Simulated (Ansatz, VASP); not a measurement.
**VSi2 in VASP and in Ansatz**

File INCAR:

```
PREC = Accurate
ENCUT = 520
EDIFF = 1E-6
ISMEAR = 0
SIGMA = 0.1
LREAL = False
LASPH = True
NELM = 100
ALGO = Normal
ISIF = 2
LWAVE = False
LCHARG = True
GGA = PE
LELF = True
LVHAR = True
NBANDS = 42
```

Contents of KPOINTS:

```
Automatic mesh
0
Gamma
  9 9 6
```

Contents of POSCAR:

```
VSi2
1.0
    4.5726009694      0.0000000000      0.0000000000
   -2.2863004847      3.9599886008      0.0000000000
    0.0000000000      0.0000000000      6.3744000000
V Si
3 6
Direct
    0.5000000000      0.0000000000      0.0000000000
    0.5000000000      0.5000000000      0.6666666667
    0.0000000000      0.5000000000      0.3333333333
    0.1626000000      0.3252000000      0.0000000000
    0.8374000000      0.1626000000      0.6666666667
    0.6748000000      0.8374000000      0.3333333333
    0.8374000000      0.6748000000      0.0000000000
    0.1626000000      0.8374000000      0.6666666667
    0.3252000000      0.1626000000      0.3333333333
```

Input for Ansatz:

```yaml
crystal:
  lattice:
    - [4.5726009694, 0.0, 0.0]
    - [-2.2863004847, 3.9599886008, 0.0]
    - [0.0, 0.0, 6.3744]
  atoms:
    - { symbol: V, position: [0.5, 0.0, 0.0] }
    - { symbol: V, position: [0.5, 0.5, 0.6666666667] }
    - { symbol: V, position: [0.0, 0.5, 0.3333333333] }
    - { symbol: Si, position: [0.1626, 0.3252, 0.0] }
    - { symbol: Si, position: [0.8374, 0.1626, 0.6666666667] }
    - { symbol: Si, position: [0.6748, 0.8374, 0.3333333333] }
    - { symbol: Si, position: [0.8374, 0.6748, 0.0] }
    - { symbol: Si, position: [0.1626, 0.8374, 0.6666666667] }
    - { symbol: Si, position: [0.3252, 0.1626, 0.3333333333] }
basis:
  ecutwfc: 420
kpoints:
  mp_grid: { grid: [9, 9, 6] }
hamiltonian:
  xc: pbe
scf:
  occupations: { method: gaussian, width: 0.1 }
output:
  forces: true
  stress: true
  eigenvalues: true
  populations: true
  write_density: true
  write_potential: true
  elf: true
  volumetric_format: npy
```

Alike in both runs: task single point; functional PBE; k mesh 9 × 9 × 6; occupations gaussian, width 0.1 eV; no spin polarisation.

|  | VASP | Ansatz |
| --- | --- | --- |
| version | VASP 6.6.1 | Ansatz 0.2.0 |
| potentials or method | VASP PAW PBE potentials, release 64 (V_sv, Si), cutoff 520 eV | scalar-relativistic, plane waves, PAW |
| valence electrons in the cell | 63 | 63 |

```tsv
	VASP	Ansatz	Ansatz less VASP
gap on the k mesh at the Fermi level (eV)	none	none	-
pressure (GPa)	-0.7	-0.7	-0.03
traceless stress, the component that is largest in VASP (GPa)	0.06	0.05	-0.001
rms of the force components (eV/Å)	0.010	0.010	+0.0008
```

Atom by atom the forces differ by 0.001 eV/Å (rms over components). A gap of «none» marks a metal or a gap that the smearing closes.
